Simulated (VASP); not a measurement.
A run of VASP 6.6.1 is set up as follows.

INCAR

```
PREC = Accurate
ENCUT = 520
EDIFF = 1E-7
ISMEAR = -1
SIGMA = 0.1
LREAL = F
LASPH = T
NELM = 100
ALGO = Normal
ISIF = 2
LWAVE = F
LCHARG = F
GGA = CA
NBANDS = 16
```

KPOINTS

```
Automatic mesh
0
Gamma
  13 13 13
```

File POSCAR:

```
GaAs
1.0
    0.0000000000      2.6290238716      2.6290238716
    2.6290238716      0.0000000000      2.6290238716
    2.6290238716      2.6290238716      0.0000000000
Ga As
1 1
Direct
    0.0000000000      0.0000000000      0.0000000000
    0.5000000000      0.5000000000      0.5000000000
```

Potentials or basis: VASP PAW LDA potentials, release 64 (Ga_d, As).

Launch:

```bash
$ cat potpaw_LDA.64/Ga_d/POTCAR potpaw_LDA.64/As/POTCAR > POTCAR
$ mpirun -np 1 vasp_std > vasp.out
```

Question: What does it give for the band gap on the k mesh?

Answer: Zero (bands 9 and 10 overlap by 3.40 eV).

Question: What does it give for the pressure?

Answer: 0.3 GPa.
